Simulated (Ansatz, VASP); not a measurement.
## Two plane-wave programs on InAgF2

```
In Ag F
1.0
     3.41025    0.00000    0.00000
    -1.70512    2.95336    0.00000
     0.00000    0.00000    5.61757
In Ag F
1 1 2
Direct
  0.00000 0.00000 0.00000
  0.00000 0.00000 0.50000
  0.33333 0.66667 0.75872
  0.66667 0.33333 0.24128
```

Alike in both runs: task relaxation of cell and atoms; functional PBE; k mesh 6 × 6 × 4; occupations gaussian, width 0.1 eV; no spin polarisation.

|  | VASP | Ansatz |
| --- | --- | --- |
| version | VASP 6.6.1 | Ansatz 0.2.0 |
| potentials or method | VASP PAW PBE potentials, release 64 (In_d, Ag, F), cutoff 600 eV | scalar-relativistic, plane waves, PAW |
| valence electrons in the cell | 38 | 46 |

Ansatz gave:

- gap on the k mesh at the Fermi level, each at its own relaxed structure (eV): 0.26
- relaxed volume (Å³/atom): 18.46
- relaxed length of the cell vector where the two differ most in proportion (Å): 6.074

Which values does VASP return?

gap on the k mesh at the Fermi level, each at its own relaxed structure (eV): 0.25; relaxed volume (Å³/atom): 18.39; relaxed length of the cell vector where the two differ most in proportion (Å): 6.024.

VASP's potentials hold 38 valence electrons a cell and Ansatz's 46, so a difference there can come from the potentials and not from the codes.

Noted on VASP's run: the volume moved by over 15 % at a fixed basis, so the end points are rough.
